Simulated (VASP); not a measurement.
Write the native input for VASP 6.6.1 that does the following.

- Task: single point
- Functional: LDA
- Potentials or basis: VASP PAW LDA potentials, release 64 (Pt, S)
- Cutoff: 520 eV
- k mesh: 9 × 9 × 5
- Occupations: fermi-dirac, width 0.05 eV
- Spin: no spin polarisation
- Dipole correction: no
- Further INCAR settings: ALGO = Normal; EDIFF = 1e-07; NBANDS = 18

The structure of PtS2 lies in POSCAR:

```
PtS2
1.0
    3.4953130487      0.0000000000      0.0000000000
   -1.7476565244      3.0270298944      0.0000000000
    0.0000000000      0.0000000000      4.9706997601
Pt S
1 2
Direct
    0.0000000000      0.0000000000      0.0000000000
    0.6666666667      0.3333333333      0.7730000000
    0.3333333333      0.6666666667      0.2270000000
```

These files were run (other wordings do the same):

INCAR

```
PREC     = Accurate       # precision mode
ENCUT    = 520            # plane-wave cutoff, eV
EDIFF    = 1E-7           # SCF threshold, eV
ISMEAR   = -1             # smearing method
SIGMA    = 0.05           # smearing width, eV
LREAL    = False          # projectors in reciprocal space
LASPH    = True           # aspherical terms in the spheres
NELM     = 60             # most SCF steps
ALGO     = Normal         # electronic algorithm
ISIF     = 2              # what is computed and relaxed
LWAVE    = False          # write WAVECAR
LCHARG   = False          # write CHGCAR
GGA      = CA             # functional
NBANDS   = 18             # bands
```

KPOINTS

```
Automatic mesh
0
Gamma
  9 9 5
```

Potentials or basis: VASP PAW LDA potentials, release 64 (Pt, S).

Command:

```bash
$ cat potpaw_LDA.64/Pt/POTCAR potpaw_LDA.64/S/POTCAR > POTCAR
$ mpirun -np 1 vasp_std > vasp.out
```

It gave:

| Property | Result |
| --- | --- |
| Pressure | 10.9 GPa |
| Largest force | 1.466 eV/Å |
| Band gap on the k mesh | 0.95 eV, indirect (least direct gap 1.01 eV) |

Caveat: spin-orbit coupling is left out, which moves the levels of the heavy elements; forces of over 1 eV/Å act on the atoms, so gaps and moduli don't describe the material at rest.

Run time: 18 s on 1 thread of Intel(R) Xeon(R) 6975P-C (Granite Rapids) (shared host), peak memory 0.18 GiB.
